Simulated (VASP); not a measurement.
Runs of VASP 6.6.1 on SiNi3. The structure is that of space group Pm-3m (No. 221), or close to it. The cells are those of the table. 

```csv
task,level,potentials or basis,fixed moment (μB),cell,k mesh,cutoff (eV),gap on the mesh (eV),pressure (GPa),moment (μB)
single point,PBEsol,"VASP PAW PBE potentials, release 64 (Ni, Si)",-,"a = 3.438 Å, 4 atoms",8 × 8 × 8,520,none,5.1,0.00
single point,PBE,"VASP PAW PBE potentials, release 64 (Ni, Si)",-,"a = 3.470 Å, 4 atoms",8 × 8 × 8,520,none,(b),0.00
single point,PBE,"VASP PAW PBE potentials, release 64 (Ni, Si)",6.0,"a = 3.542 Å, 4 atoms",6 × 6 × 6,520,-,(a),6.00
single point,PBE,"VASP PAW PBE potentials, release 64 (Ni, Si)",-,"a = 3.382 Å, 4 atoms",8 × 8 × 8,520,none,29.8,0.00
single point,r2SCAN,"VASP PAW PBE potentials, release 64 (Ni, Si)",-,"a = 3.611 Å, 4 atoms",8 × 8 × 8,520,none,-21.8,0.00
relaxation of cell and atoms,PBEsol,"VASP PAW PBE potentials, release 64 (Ni, Si)",-,"relaxed from a = 3.542 Å, 4 atoms",8 × 8 × 8,600,none,0.1,0.00
single point,PBE,"VASP PAW PBE potentials, release 64 (Ni, Si)",-,"a = 3.494 Å, 4 atoms",8 × 8 × 8,520,none,2.3,0.00
single point,LDA,"VASP PAW LDA potentials, release 64 (Ni, Si)",-,"a = 3.470 Å, 4 atoms",8 × 8 × 8,520,none,-8.3,0.00
```

Alike in all rows: spin collinear, ferromagnetic start; smearing fermi-dirac 0.05 eV.

Question: Estimate the missing entries.

Answer: (a) 25.1; (b) 7.2.

Caveats: the cell stands under pressure (at least some runs); the PAW data sets were made with another functional, which shifts forces and pressure a little (at least some runs); the cell stands under tension (at least some runs); the total moment is fixed, so each spin has its own Fermi level (at least some runs).

A gap of «none» marks levels without a gap at the run's occupations.
